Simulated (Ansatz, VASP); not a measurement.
## LiH: VASP beside Ansatz

```xyz
2
Lattice="0.0000 2.0325 2.1951 2.0325 0.0000 2.1951 2.0325 2.0325 0.0000" Properties=species:S:1:pos:R:3 pbc="T T T"
Li    0.0000    0.0000    0.0000
H     2.0325    2.0325    2.1951
```

Change from the starting cell: strain +0.000 along x and y, +0.080 along z, atoms carried along.

Alike in both runs: task single point; functional PBE; k mesh 10 × 10 × 10; occupations gaussian, width 0.05 eV; no spin polarisation.

```csv
,VASP,Ansatz
version,VASP 6.6.1,Ansatz 0.2.0
potentials or method,"VASP PAW PBE potentials, release 64 (Li_sv, H), cutoff 520 eV","scalar-relativistic, plane waves, PAW"
valence electrons in the cell,4,4
```

```csv
,VASP,Ansatz,Ansatz less VASP
gap on the k mesh at the Fermi level (eV),2.28,2.29,+0.007
least direct gap on the mesh (eV),2.86,2.87,+0.009
```

Noted on VASP's run: the cutoff is short for stress, so the pressure is rough.
